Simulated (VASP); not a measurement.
**AlN: single point with HSE06**

Crystal: AlN.

```xyz
4
Lattice="3.1130 0.0000 0.0000 -1.5565 2.6959 0.0000 0.0000 0.0000 4.9810" Properties=species:S:1:pos:R:3 pbc="T T T"
Al    1.5565    0.8986    2.4905
Al    0.0000    1.7973    0.0000
N     1.5565    0.8986    4.3833
N     0.0000    1.7973    1.8928
```

```json
{
  "Program": "VASP 6.6.1",
  "Task": "single point",
  "Functional": "HSE06",
  "Potentials or basis": "VASP PAW PBE potentials, release 64 (Al, N)",
  "Cutoff": "520 eV",
  "k mesh": "5 × 5 × 3",
  "Occupations": "methfessel-paxton, width 0.05 eV",
  "Spin": "no spin polarisation",
  "Dipole correction": "no",
  "Grid for exact exchange (PRECFOCK)": "Normal",
  "Further INCAR settings": "ALGO = Normal; EDIFF = 1e-06; NBANDS = 16",
  "Screening parameter": "0.2079 1/Å"
}
```

```json
{"Pressure": "-1.7 GPa", "Largest force": "0.130 eV/Å", "Band gap on the k mesh": "5.58 eV, direct"}
```

Forces on the atoms (eV/Å):
```
Al   0.000  0.000 -0.130
Al   0.000  0.000 -0.130
N    0.000  0.000  0.130
N    0.000  0.000  0.130
```

Stress tensor (GPa, compression positive):
```
-2.26  0.00  0.00
 0.00 -2.26  0.00
 0.00  0.00 -0.68
```

Levels at points of the mesh, in eV from the valence-band top:
| k point | band 5 | band 6 | band 7 | band 8 | band 9 | band 10 | band 11 | band 12 |
| --- | --- | --- | --- | --- | --- | --- | --- | --- |
| (0.00, 0.00, 0.00) | -0.92 | -0.19 | -0.19 | 0.00 | 5.58 | 8.13 | 12.46 | 12.78 |

Run time: 5 min on 1 thread of Intel(R) Xeon(R) Platinum 8488C (Sapphire Rapids) (shared host), peak memory 0.25 GiB.

Caveat: the k points lie up to 0.47 Å⁻¹ apart; the PAW data sets were made with another functional, which shifts forces and pressure a little.
